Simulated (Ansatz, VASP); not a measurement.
# SrO in VASP and in Ansatz

INCAR

```
PREC = Accurate ; ENCUT = 520
EDIFF = 1E-7 ; ISMEAR = -1
SIGMA = 0.02 ; LREAL = False
LASPH = True ; NELM = 80
ALGO = Normal ; ISIF = 2
LWAVE = False ; LCHARG = True
GGA = PE ; LELF = True
LVHAR = True ; NBANDS = 15
```

File KPOINTS:

```
Automatic mesh
0
Gamma
  8 8 8
```

The input POSCAR:

```
SrO
1.0
    0.0000000000      2.7091453417      2.5798927166
    2.5798927166      0.0000000000      2.5798927166
    2.5798927166      2.7091453417      0.0000000000
Sr O
1 1
Direct
    0.5000000000      0.5000000000      0.5000000000
    0.0000000000      0.0000000000      0.0000000000
```

Input for Ansatz:

```yaml
crystal:
  lattice:
    - [0.0, 2.7091453417, 2.5798927166]
    - [2.5798927166, 0.0, 2.5798927166]
    - [2.5798927166, 2.7091453417, 0.0]
  atoms:
    - { symbol: Sr, position: [0.5, 0.5, 0.5] }
    - { symbol: O, position: [0.0, 0.0, 0.0] }
kpoints:
  mp_grid: { grid: [8, 8, 8] }
  band_path:
    path:
      - [0.0, 0.0, 0.0]
      - [0.5, 0.0, 0.5]
      - [0.625, 0.25, 0.625]
      - [0.375, 0.375, 0.75]
      - [0.5, 0.5, 0.5]
      - [0.5, 0.25, 0.75]
      - [0.0, 0.5, 0.5]
    npoints: 1
hamiltonian:
  xc: pbe
scf:
  occupations: { method: fermi_dirac, width: 0.02 }
  n_extra_bands: 4
output:
  forces: true
  stress: true
  eigenvalues: true
```

Change from the starting cell: uniaxial_y strain +5.0%.

Alike in both runs: task single point; functional PBE; k mesh 8 × 8 × 8; occupations fermi-dirac, width 0.02 eV; no spin polarisation.

|  | VASP | Ansatz |
| --- | --- | --- |
| version | VASP 6.6.1 | Ansatz 0.2.0 |
| potentials or method | VASP PAW PBE potentials, release 64 (Sr_sv, O) | plane waves, PAW |
| plane-wave cutoff (eV) | 520 | 420 |
| valence electrons in the cell | 16 | 16 |

Ansatz gave:

| Item | Value |
| --- | --- |
| gap on the k mesh at the Fermi level (eV) | 3.25 |
| pressure (GPa) | -1.9 |
| traceless stress, the component that is largest in VASP (GPa) | -2.85 |

**Question.** What did VASP give for the same quantities?

**Answer.** gap on the k mesh at the Fermi level (eV): 3.20; pressure (GPa): -1.4; traceless stress, the component that is largest in VASP (GPa): -3.02.
